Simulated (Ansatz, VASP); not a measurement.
**Two plane-wave programs on Sn2PbS3**

```
Sn Pb S
1.0
     6.22272   -6.05215    0.00000
     6.22272    6.05215    0.00000
     0.00000    0.00000    4.18402
Sn Pb S
4 2 6
Cartesian
  2.0617 1.5952 3.1380
  10.3837 1.5952 3.1380
  2.0617 -1.5952 1.0460
  10.3837 -1.5952 1.0460
  6.2227 1.6130 3.1380
  6.2227 -1.6130 1.0460
  6.2227 4.2886 3.1380
  8.3442 -1.8506 3.1380
  4.1013 -1.8506 3.1380
  6.2227 -4.2886 1.0460
  8.3442 1.8506 1.0460
  4.1013 1.8506 1.0460
```

Alike in both runs: functional PBE; k mesh 2 × 2 × 4; occupations gaussian, width 0.1 eV; no spin polarisation.

Ansatz relaxed the structure, and its values are those at the end. VASP's run is a single point on that final structure, the one shown.

```csv
,VASP,Ansatz
version,VASP 6.6.1,Ansatz 0.2.0
potentials or method,"VASP PAW PBE potentials, release 64 (Sn_d, Pb_d, S), cutoff 520 eV","scalar-relativistic, plane waves, PAW"
valence electrons in the cell,120,120
```

Ansatz gave:

* gap on the k mesh at the Fermi level (eV): 0.81
* least direct gap on the mesh (eV): 0.96
* pressure (GPa): 0.0
* rms of the force components (eV/Å): 0.007

Problem. What did VASP give for the same quantities?

Solution. gap on the k mesh at the Fermi level (eV): 0.80; least direct gap on the mesh (eV): 0.96; pressure (GPa): -0.1; rms of the force components (eV/Å): 0.007.

Spin-orbit coupling is off throughout.
